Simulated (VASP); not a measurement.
# BiB3 (Pm-3m) in VASP: a series of runs

Runs on BiB3. Level: PBE. Tasks: single point, relaxation of cell and atoms.

Everything below comes from runs of VASP 6.6.1. Logs are shortened: lines on timing, memory, paths and dates and some standing lists are left out, and cuts for length are marked.

**1. The cell of the first run**

It takes space group Pm-3m (No. 221, cubic). Conventional cell: a = 3.839 Å, b = 3.839 Å, c = 3.839 Å, α = 90.00°, β = 90.00°, γ = 90.00°. Within 3.6 Å of B (site symmetry 4/mmm) lie 8 B at 2.71 Å and 4 Bi at 2.71 Å. Within 3.6 Å of Bi (site symmetry m-3m) lie 12 B at 2.71 Å.

**2. Single point, PBE**

The input, INCAR:

```
SYSTEM = BiB3
ALGO = Normal
EDIFF = 1E-6
ENCUT = 520
GGA = PE
ISIF = 2
ISMEAR = 0
LASPH = .TRUE.
LCHARG = .FALSE.
LREAL = .FALSE.
LWAVE = .FALSE.
NBANDS = 20
NELM = 60
PREC = Accurate
SIGMA = 0.1
```

The input, KPOINTS:

```
k-points
0
G
  6 6 6
  0 0 0
```

The input, POSCAR:

```
BiB3
1.0
    3.8389788363      0.0000000000      0.0000000000
    0.0000000000      3.8389788363      0.0000000000
    0.0000000000      0.0000000000      3.8389788363
B Bi
3 1
Direct
    0.0000000000      0.5000000000      0.5000000000
    0.5000000000      0.0000000000      0.5000000000
    0.5000000000      0.5000000000      0.0000000000
    0.0000000000      0.0000000000      0.0000000000
```

Potentials or basis: VASP PAW PBE potentials, release 64 (B, Bi_d).

Started as:

```console
$ cat potpaw_PBE.64/B/POTCAR potpaw_PBE.64/Bi_d/POTCAR > POTCAR
$ mpirun -np 1 vasp_std > vasp.out
```

OUTCAR:

```text
SYSTEM = BiB3
   EDIFF = 1E-6
   ENCUT = 520
   GGA = PE
   ISIF = 2
   ISMEAR = 0
   LASPH = .TRUE.
   LREAL = .FALSE.
   NELM = 60
   PREC = Accurate

 ion  position               nearest neighbor table
   1  0.000  0.500  0.500-   4 2.71   4 2.71   4 2.71   4 2.71
   2  0.500  0.000  0.500-   4 2.71   4 2.71   4 2.71   4 2.71
   3  0.500  0.500  0.000-   4 2.71   4 2.71   4 2.71   4 2.71
   4  0.000  0.000  0.000-   1 2.71   2 2.71   3 2.71   1 2.71   2 2.71   1 2.71   3 2.71   1 2.71
                             2 2.71   3 2.71   2 2.71   3 2.71

  LATTYP: Found a simple cubic cell.
 ALAT       =     3.8389788363

  Lattice vectors:

 A1 = (   3.8389788363,   0.0000000000,   0.0000000000)
 A2 = (   0.0000000000,   3.8389788363,   0.0000000000)
 A3 = (   0.0000000000,   0.0000000000,   3.8389788363)

Analysis of symmetry for initial positions (statically):
=====================================================================
 Subroutine PRICEL returns:
 Original cell was already a primitive cell.

 Routine SETGRP: Setting up the symmetry group for a
 simple cubic supercell.

 Subroutine GETGRP returns: Found 48 space group operations
 (whereof 48 operations were pure point group operations)
 out of a pool of 48 trial point group operations.

The static configuration has the point symmetry O_h .

Analysis of symmetry for dynamics (positions and initial velocities):
=====================================================================
 Subroutine PRICEL returns:
 Original cell was already a primitive cell.

 Routine SETGRP: Setting up the symmetry group for a
 simple cubic supercell.

 Subroutine GETGRP returns: Found 48 space group operations
 (whereof 48 operations were pure point group operations)
 out of a pool of 48 trial point group operations.

The dynamic configuration has the point symmetry O_h .

 Subroutine INISYM returns: Found 48 space group operations
 (whereof 48 operations are pure point group operations),
 and found     1 'primitive' translations

----------------------------------------------------------------------------------------

                                     Primitive cell

  volume of cell :      56.5779

[... 81 lines left out ...]
   ISPIN  =      1    spin polarized calculation?
   LNONCOLLINEAR =      F non collinear calculations
   LSORBIT =      F    spin-orbit coupling
   LASPH  =      T    aspherical Exc in radial PAW
   ENCUT  =  520.0 eV  38.22 Ry    6.18 a.u.   7.14  7.14  7.14*2*pi/ulx,y,z
   NELM   =     60;   NELMIN=  2; NELMDL= -5     # of ELM steps
   EDIFF  = 0.1E-05   stopping-criterion for ELM
   LREAL  =      F    real-space projection
   EDIFFG = 0.1E-04   stopping-criterion for IOM
   NSW    =      0    number of steps for IOM
   IBRION =     -1    ionic relax: 0-MD 1-quasi-New 2-CG
   NFREE  =      0    steps in history (QN), initial steepest desc. (CG)
   ISIF   =      2    stress and relaxation
   ISYM   =      2    0-nonsym 1-usesym 2-fastsym
   POTIM  = 0.5000    time-step for ionic-motion
   TEBEG  =    0.0;   TEEND  =   0.0 temperature during run
   PSTRESS=    0.0 pullay stress
   NELECT =      24.0000    total number of electrons
   NUPDOWN=      -1.0000    fix difference up-down
   EMIN   =  10.00;   EMAX   =-10.00  energy-range for DOS
   EFERMI =   0.00;   METHOD = LEGACY
   ISMEAR =     0;   SIGMA  =   0.10  broadening in eV -4-tet -1-fermi 0-gaus
   EFERMI_NEDOS =   21; number of points for ismear=-14 and -15
   IALGO  =     38    algorithm
   IMIX   =      4    mixing-type and parameters
     AMIX     =   0.40;   BMIX     =  1.00
     AMIX_MAG =   1.60;   BMIX_MAG =  1.00
  volume/ion in A,a.u.               =      14.14        95.45
  Fermi-wavevector in a.u.,A,eV,Ry     =   1.230069  2.324494 20.586569  1.513070
  Thomas-Fermi vector in A             =   2.364932
   LORBIT       =      0    0 simple, 1 ext, 2 COOP (PROOUT), +10 PAW based schemes
   GGA     = PE    functional components
   LHFCALC =     F    Hartree Fock is set to
   AEXX    =    0.0000 exact exchange contribution
   IVDW    =     0    specifies the selected vdW correction
   LEPSILON=     F    determine dielectric tensor
   LRPA    =     F    only Hartree local field effects (RPA)
 non-spin polarized calculation
 Gauss-broadening in eV      SIGMA  =   0.10
  energy-cutoff  :      520.00
  volume of cell :       56.58
 maximum number of plane-waves:      1568
 NGX is ok and might be reduce to    30
   NGX = 15   NGY = 15   NGZ = 15

 number of electron      23.9999999 magnetization

 Free energy of the ion-electron system (eV)
  ---------------------------------------------------
  ext. energy  EPLUGINS =         0.00000000
  ---------------------------------------------------
  free energy    TOTEN  =       -14.70905729 eV

  energy without entropy =      -14.70572227  energy(sigma->0) =      -14.70738978

 E-fermi :   6.9323     XC(G=0): -10.9920

 val. band max:        6.7014305562   @ k =   0.5000   0.3333   0.0000
 cond. band min:       7.0142644020   @ k =   0.5000   0.3333   0.1667
 fundamental gap:      0.3128338458
 Fermi energy:         6.9322838392

 k-point     1 :       0.0000    0.0000    0.0000
  band No.  band energies     occupation
      1     -16.0453      2.00000
      2     -16.0453      2.00000
      3     -15.9700      2.00000
      4     -15.9700      2.00000
      5     -15.9700      2.00000
      6      -7.2195      2.00000
[... 449 lines left out ...]
     19      16.5215      0.00000
     20      16.5215      0.00000

------------------------ aborting loop because EDIFF is reached ----------------------------------------

  FORCE on cell =-STRESS in cart. coord.  units (eV):
  Direction    XX          YY          ZZ          XY          YZ          ZX
  --------------------------------------------------------------------------------------
  -------------------------------------------------------------------------------------
  Total       -0.0821366     -0.0821366     -0.0821366      0.0000000      0.0000000      0.0000000
  in kB       -2.3259490     -2.3259490     -2.3259490      0.0000000      0.0000000      0.0000000
  external PRESSURE =      -2.3259490 kB  Pullay stress =       0.0000000 kB

 VOLUME and BASIS-vectors are now :
 -----------------------------------------------------------------------------
  energy-cutoff  :      520.00
  volume of cell :       56.58
      direct lattice vectors                 reciprocal lattice vectors
     3.838978836  0.000000000  0.000000000     0.260485937  0.000000000  0.000000000
     0.000000000  3.838978836  0.000000000     0.000000000  0.260485937  0.000000000
     0.000000000  0.000000000  3.838978836     0.000000000  0.000000000  0.260485937

 POSITION                                       TOTAL-FORCE (eV/Angst)
 -----------------------------------------------------------------------------------
      0.00000      1.91949      1.91949         0.000000      0.000000      0.000000
      1.91949      0.00000      1.91949         0.000000      0.000000      0.000000
      1.91949      1.91949      0.00000         0.000000      0.000000      0.000000
      0.00000      0.00000      0.00000         0.000000      0.000000      0.000000
 -----------------------------------------------------------------------------------
    total drift:                                0.000000     -0.000000      0.000000

  FREE ENERGIE OF THE ION-ELECTRON SYSTEM (eV)
  ---------------------------------------------------
  free  energy   TOTEN  =       -14.7090572949 eV

  energy  without entropy=      -14.7057222723  energy(sigma->0) =      -14.70738978
```

stdout:

```text
POSCAR found type information on POSCAR B Bi
 POSCAR found :  2 types and       4 ions
 scaLAPACK will be used
 LDA part: xc-table for (Slater+PW92), standard interpolation
 POSCAR, INCAR and KPOINTS ok, starting setup
 FFT: planning ... GRIDC
 FFT: planning ... GRID_SOFT
 FFT: planning ... GRID
 WAVECAR not read
 entering main loop
```

It took 21 s on 1 thread of Intel Xeon Platinum 8259CL at 2.50GHz (Skylake/Cascade Lake), shared host; peak memory 0.17 GiB.

Results:

```yaml
Free_energy: -14.7091 eV
Pressure: -0.2 GPa
Band_gap_on_the_k_mesh: zero (bands 12 and 13 overlap by 5.30 eV)
```

Caveat: spin-orbit coupling is left out, which moves the levels of the heavy elements.

**3. Relaxation of cell and atoms, PBE**

This run uses another cell than the first one, of 12.26 Å³/atom.

The input, INCAR:

```
PREC     = Accurate       # precision mode
ENCUT    = 600            # plane-wave cutoff, eV
EDIFF    = 1E-7           # SCF threshold, eV
ISMEAR   = 0              # smearing method
SIGMA    = 0.1            # smearing width, eV
LREAL    = False          # projectors in reciprocal space
LASPH    = True           # aspherical terms in the spheres
NELM     = 100            # most SCF steps
ALGO     = Normal         # electronic algorithm
ISIF     = 3              # what is computed and relaxed
LWAVE    = False          # write WAVECAR
LCHARG   = False          # write CHGCAR
GGA      = PE             # functional
IBRION   = 2              # ionic algorithm
NSW      = 90             # ionic steps
EDIFFG   = -0.04          # ionic threshold
```

The input, KPOINTS:

```
Automatic mesh
0
Gamma
  6 6 6
```

The input, POSCAR:

```
BiB3
1.0
    3.6605280918      0.0000000000      0.0000000000
    0.0000000000      3.6605280918      0.0000000000
    0.0000000000      0.0000000000      3.6605280918
B Bi
3 1
Direct
    0.0000000000      0.5000000000      0.5000000000
    0.5000000000      0.0000000000      0.5000000000
    0.5000000000      0.5000000000      0.0000000000
    0.0000000000      0.0000000000      0.0000000000
```

Potentials or basis: VASP PAW PBE potentials, release 64 (B, Bi_d).

Started as:

```console
$ cat potpaw_PBE.64/B/POTCAR potpaw_PBE.64/Bi_d/POTCAR > POTCAR
$ mpirun -np 1 vasp_std > vasp.out
```

OUTCAR:

```text
PREC = Accurate
   ENCUT = 600
   EDIFF = 1E-7
   ISMEAR = 0
   LREAL = False
   LASPH = True
   NELM = 100
   ISIF = 3
   GGA = PE
   IBRION = 2
   NSW = 90
   EDIFFG = -0.04

 ion  position               nearest neighbor table
   1  0.000  0.500  0.500-   4 2.59   4 2.59   4 2.59   4 2.59
   2  0.500  0.000  0.500-   4 2.59   4 2.59   4 2.59   4 2.59
   3  0.500  0.500  0.000-   4 2.59   4 2.59   4 2.59   4 2.59
   4  0.000  0.000  0.000-   1 2.59   2 2.59   3 2.59   1 2.59   2 2.59   1 2.59   3 2.59   1 2.59
                             2 2.59   3 2.59   2 2.59   3 2.59

  LATTYP: Found a simple cubic cell.
 ALAT       =     3.6605280918

  Lattice vectors:

 A1 = (   3.6605280918,   0.0000000000,   0.0000000000)
 A2 = (   0.0000000000,   3.6605280918,   0.0000000000)
 A3 = (   0.0000000000,   0.0000000000,   3.6605280918)

Analysis of symmetry for initial positions (statically):
=====================================================================
 Subroutine PRICEL returns:
 Original cell was already a primitive cell.

 Routine SETGRP: Setting up the symmetry group for a
 simple cubic supercell.

 Subroutine GETGRP returns: Found 48 space group operations
 (whereof 48 operations were pure point group operations)
 out of a pool of 48 trial point group operations.

The static configuration has the point symmetry O_h .

Analysis of symmetry for dynamics (positions and initial velocities):
=====================================================================
 Subroutine PRICEL returns:
 Original cell was already a primitive cell.

 Routine SETGRP: Setting up the symmetry group for a
 simple cubic supercell.

 Subroutine GETGRP returns: Found 48 space group operations
 (whereof 48 operations were pure point group operations)
 out of a pool of 48 trial point group operations.

The dynamic configuration has the point symmetry O_h .

 Subroutine INISYM returns: Found 48 space group operations
[... 102 lines left out ...]
   ISIF   =      3    stress and relaxation
   ISYM   =      2    0-nonsym 1-usesym 2-fastsym
   POTIM  = 0.5000    time-step for ionic-motion
   TEBEG  =    0.0;   TEEND  =   0.0 temperature during run
   PSTRESS=    0.0 pullay stress
   NELECT =      24.0000    total number of electrons
   NUPDOWN=      -1.0000    fix difference up-down
   EMIN   =  10.00;   EMAX   =-10.00  energy-range for DOS
   EFERMI =   0.00;   METHOD = LEGACY
   ISMEAR =     0;   SIGMA  =   0.10  broadening in eV -4-tet -1-fermi 0-gaus
   EFERMI_NEDOS =   21; number of points for ismear=-14 and -15
   IALGO  =     38    algorithm
   IMIX   =      4    mixing-type and parameters
     AMIX     =   0.40;   BMIX     =  1.00
     AMIX_MAG =   1.60;   BMIX_MAG =  1.00
  volume/ion in A,a.u.               =      12.26        82.75
  Fermi-wavevector in a.u.,A,eV,Ry     =   1.290035  2.437813 22.642684  1.664190
  Thomas-Fermi vector in A             =   2.421891
   LORBIT       =      0    0 simple, 1 ext, 2 COOP (PROOUT), +10 PAW based schemes
   GGA     = PE    functional components
   LHFCALC =     F    Hartree Fock is set to
   AEXX    =    0.0000 exact exchange contribution
   IVDW    =     0    specifies the selected vdW correction
   LEPSILON=     F    determine dielectric tensor
   LRPA    =     F    only Hartree local field effects (RPA)
 conjugate gradient relaxation of ions
 non-spin polarized calculation
 Gauss-broadening in eV      SIGMA  =   0.10
  energy-cutoff  :      600.00
  volume of cell :       49.05
 maximum number of plane-waves:      1662
 NGX is ok and might be reduce to    30
   NGX = 15   NGY = 15   NGZ = 15

--------------------------------------- Ionic step        1  -------------------------------------------

 number of electron      23.9999995 magnetization

 Free energy of the ion-electron system (eV)
  ---------------------------------------------------
  ext. energy  EPLUGINS =         0.00000000
  ---------------------------------------------------
  free energy    TOTEN  =       -14.34907400 eV

  energy without entropy =      -14.33845921  energy(sigma->0) =      -14.34376661

------------------------ aborting loop because EDIFF is reached ----------------------------------------

  FORCE on cell =-STRESS in cart. coord.  units (eV):
  Direction    XX          YY          ZZ          XY          YZ          ZX
  --------------------------------------------------------------------------------------
  -------------------------------------------------------------------------------------
  Total        5.2970673      5.2970673      5.2970673      0.0000000      0.0000000      0.0000000
  in kB      173.0273851    173.0273851    173.0273851      0.0000000      0.0000000      0.0000000
  external PRESSURE =     173.0273851 kB  Pullay stress =       0.0000000 kB
[... 63 lines left out ...]
--------------------------------------- Ionic step        3  -------------------------------------------

 number of electron      24.0000000 magnetization

 Free energy of the ion-electron system (eV)
  ---------------------------------------------------
  ext. energy  EPLUGINS =         0.00000000
  ---------------------------------------------------
  free energy    TOTEN  =       -14.70707247 eV

  energy without entropy =      -14.70373158  energy(sigma->0) =      -14.70540202

 E-fermi :   6.9613     XC(G=0): -11.0036

 val. band max:        6.7263050505   @ k =   0.5000   0.3333   0.0000
 cond. band min:       7.0433728691   @ k =   0.5000   0.3333   0.1667
 fundamental gap:      0.3170678186
 Fermi energy:         6.9612760935

 k-point     1 :       0.0000    0.0000    0.0000
  band No.  band energies     occupation
      1     -16.0181      2.00000
      2     -16.0181      2.00000
      3     -15.9420      2.00000
      4     -15.9420      2.00000
      5     -15.9420      2.00000
      6      -7.2116      2.00000
[... 400 lines left out ...]
  FREE ENERGIE OF THE ION-ELECTRON SYSTEM (eV)
  ---------------------------------------------------
  free  energy   TOTEN  =       -14.7070724719 eV

  energy  without entropy=      -14.7037315780  energy(sigma->0) =      -14.70540202

 reached required accuracy - stopping structural energy minimisation
```

OSZICAR:

```text
N       E                     dE             d eps       ncg     rms          rms(c)
DAV:   1     0.167736213103E+03    0.16774E+03   -0.13525E+04   648   0.185E+03
DAV:   2    -0.415058872250E+01   -0.17189E+03   -0.16952E+03   736   0.416E+02
DAV:   3    -0.143957745950E+02   -0.10245E+02   -0.99200E+01   848   0.923E+01
[... 31 lines left out ...]
DAV:   6    -0.147070777418E+02   -0.14618E-03   -0.27326E-04   776   0.149E-01    0.129E-02
DAV:   7    -0.147070780256E+02   -0.28388E-06   -0.12446E-04   832   0.128E-01    0.699E-03
DAV:   8    -0.147070720176E+02    0.60081E-05   -0.25123E-05   752   0.505E-02    0.101E-03
DAV:   9    -0.147070724403E+02   -0.42272E-06   -0.10359E-06   752   0.748E-03    0.381E-04
DAV:  10    -0.147070724719E+02   -0.31655E-07   -0.28264E-08   448   0.192E-03
   3 F= -.14707072E+02 E0= -.14705402E+02  d E =-.357998E+00
```

CONTCAR:

```text
BiB3
   1.00000000000000
     3.8355952415619563    0.0000000000000000    0.0000000000000000
     0.0000000000000000    3.8355952415619563   -0.0000000000000000
    -0.0000000000000000    0.0000000000000000    3.8355952415619563
  B               Bi
     3     1
Direct
     0.0000000000000000    0.5000000000000000    0.5000000000000000
     0.5000000000000000    0.0000000000000000    0.5000000000000000
     0.5000000000000000    0.5000000000000000    0.0000000000000000
     0.0000000000000000    0.0000000000000000    0.0000000000000000

  0.00000000E+00  0.00000000E+00  0.00000000E+00
  0.00000000E+00  0.00000000E+00  0.00000000E+00
  0.00000000E+00  0.00000000E+00  0.00000000E+00
  0.00000000E+00  0.00000000E+00  0.00000000E+00
```

It took 52 s on 1 thread of Intel Xeon Platinum 8259CL at 2.50GHz (Skylake/Cascade Lake), shared host; peak memory 0.18 GiB.

What came out:

* Free energy: -14.7071 eV
* Relaxed volume: 14.11 Å³/atom
* Relaxed cell: a = 3.836 Å, b = 3.836 Å, c = 3.836 Å, α = 90.00°, β = 90.00°, γ = 90.00°
* Space group after relaxing (to 0.1 Å): Pm-3m (No. 221)
* Energy gained by relaxing: 89.5 meV/atom
* Ionic steps: 3
* Pressure after relaxing: 0.0 GPa
* Band gap on the k mesh: zero (bands 12 and 13 overlap by 5.32 eV)

Step by step:
```tsv
step	energy change (eV)	largest force (eV/Å)	pressure (GPa)	volume (Å³)
1	0.0000	0.0000	17.30	49.05
2	-0.3256	0.0000	-3.82	59.06
3	-0.3580	0.0000	0.04	56.43
```

Final structure:
```xyz
4
Lattice="3.8356 0.0000 0.0000 0.0000 3.8356 0.0000 0.0000 0.0000 3.8356" Properties=species:S:1:pos:R:3 pbc="T T T"
B     0.0000    1.9178    1.9178
B     1.9178    0.0000    1.9178
B     1.9178    1.9178    0.0000
Bi    0.0000    0.0000    0.0000
```

Caveat: the volume moved by over 15 % at a fixed basis, so the end points are rough; spin-orbit coupling is left out, which moves the levels of the heavy elements.
